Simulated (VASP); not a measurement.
Runs of VASP 6.6.1 on HfPbO3. The structure is that of space group Cmmm (No. 65), or close to it. The cells are those of the table. 

```csv
cell,gap on the mesh (eV),pressure (GPa)
"a = 4.162, b = 4.162, c = 4.155 Å, angles 90.0, 90.0, 83.6°, 5 atoms",1.70,-9.6
"a = 4.167, b = 4.167, c = 4.155 Å, angles 90.0, 90.0, 98.6°, 5 atoms",1.33,(b)
"a = 4.158, b = 4.158, c = 4.155 Å, angles 90.0, 90.0, 94.3°, 5 atoms",2.01,(a)
"a = 4.164, b = 4.164, c = 4.155 Å, angles 90.0, 90.0, 82.5°, 5 atoms",1.53,(c)
```

Alike in all rows: task single point; level LDA; potentials or basis VASP PAW LDA potentials, release 64 (Hf_pv, Pb_d, O); no spin polarisation; k mesh 8 × 8 × 8; cutoff (eV) 600; smearing gaussian 0.05 eV.

Problem. Fill in the values left out.

Solution. (a) -9.9; (b) -9.2; (c) -9.4.

Caveats: the cell stands under tension; spin-orbit coupling is left out, which moves the levels of the heavy elements.

A k mesh can miss the band edges, and the runs leave out spin-orbit coupling on Hf, Pb.
